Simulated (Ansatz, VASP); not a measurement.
## One calculation of SnO2, two programs

Contents of INCAR:

```
  PREC = Accurate
  ENCUT = 520
  EDIFF = 1E-6
  ISMEAR = 0
  SIGMA = 0.01
  LREAL = False
  LASPH = True
  NELM = 60
  ALGO = Normal
  ISIF = 2
  LWAVE = False
  LCHARG = False
  NBANDS = 35
```

Contents of KPOINTS:

```
regular mesh
0
Gamma
  6 6 9
```

Contents of POSCAR:

```
SnO2
1.0
    4.7380000000      0.0000000000      0.0000000000
    0.0000000000      4.7380000000      0.0000000000
    0.0000000000      0.0000000000      3.1865000000
Sn O
2 4
Direct
    0.0000000000      0.0000000000      0.0000000000
    0.5000000000      0.5000000000      0.5000000000
    0.3071000000      0.3071000000      0.0000000000
    0.1929000000      0.8071000000      0.5000000000
    0.6929000000      0.6929000000      0.0000000000
    0.8071000000      0.1929000000      0.5000000000
```

Input for Ansatz:

```yaml
crystal:
  lattice:
    - [4.738, 0.0, 0.0]
    - [0.0, 4.738, 0.0]
    - [0.0, 0.0, 3.1865]
  atoms:
    - { symbol: Sn, position: [0.0, 0.0, 0.0] }
    - { symbol: Sn, position: [0.5, 0.5, 0.5] }
    - { symbol: O, position: [0.3071, 0.3071, 0.0] }
    - { symbol: O, position: [0.1929, 0.8071, 0.5] }
    - { symbol: O, position: [0.6929, 0.6929, 0.0] }
    - { symbol: O, position: [0.8071, 0.1929, 0.5] }
scf:
  occupations: { method: fixed }
output:
  eigenstates:
    kpoints:
      - [0, 0, 0]
      - [0, 0, 0.01]
      - [0, 0, 0.02]
      - [0, 0, 0.03]
      - [0, 0, 0.04]
      - [0, 0, 0.05]
      - [0, 0, 0.06]
      - [0, 0, 0.07]
      - [0, 0, 0.08]
      - [0, 0, 0.09]
      - [0, 0, 0.1]
      - [0, 0, 0.12]
      - [0, 0, 0.14]
      - [0, 0, 0.16]
      - [0, 0, 0.18]
      - [0, 0, 0.2]
      - [0, 0, 0.25]
      - [0, 0, 0.3]
      - [0, 0, 0.4]
      - [0, 0, 0.5]
      - [0.01, 0, 0]
      - [0.02, 0, 0]
      - [0.03, 0, 0]
      - [0.04, 0, 0]
      - [0.05, 0, 0]
      - [0.06, 0, 0]
      - [0.07, 0, 0]
      - [0.08, 0, 0]
      - [0.09, 0, 0]
      - [0.1, 0, 0]
      - [0.12, 0, 0]
      - [0.14, 0, 0]
      - [0.16, 0, 0]
      - [0.18, 0, 0]
      - [0.2, 0, 0]
      - [0.25, 0, 0]
      - [0.3, 0, 0]
      - [0.4, 0, 0]
      - [0.5, 0, 0]
      - [0.01, 0.01, 0]
      - [0.02, 0.02, 0]
      - [0.03, 0.03, 0]
      - [0.04, 0.04, 0]
      - [0.05, 0.05, 0]
      - [0.06, 0.06, 0]
      - [0.07, 0.07, 0]
      - [0.08, 0.08, 0]
      - [0.09, 0.09, 0]
      - [0.1, 0.1, 0]
      - [0.12, 0.12, 0]
      - [0.14, 0.14, 0]
      - [0.16, 0.16, 0]
      - [0.18, 0.18, 0]
      - [0.2, 0.2, 0]
      - [0.25, 0.25, 0]
      - [0.3, 0.3, 0]
      - [0.4, 0.4, 0]
      - [0.5, 0.5, 0]
    top_band: c2
hamiltonian:
  xc: lda
kpoints:
  mp_grid: { grid: [6, 6, 9] }
```

Alike in both runs: task single point; functional LDA; k mesh 6 × 6 × 9; no spin polarisation.

```csv
,VASP,Ansatz
version,VASP 6.6.1,Ansatz 0.2.0
potentials or method,"VASP PAW LDA potentials, release 64 (Sn_d, O)","scalar-relativistic, plane waves, PAW"
plane-wave cutoff (eV),520,420
occupations,"gaussian, width 0.01 eV",fixed
valence electrons in the cell,52,52
```

VASP gave:

| Item | Value |
| --- | --- |
| gap on the k mesh at the Fermi level (eV) | 1.17 |
| least direct gap on the mesh (eV) | 1.17 |

Q: Which values does Ansatz return?

A: gap on the k mesh at the Fermi level (eV): 1.13; least direct gap on the mesh (eV): 1.13.

LDA's correlation is that of Perdew and Zunger in VASP and of Perdew and Wang (1992) in Ansatz.
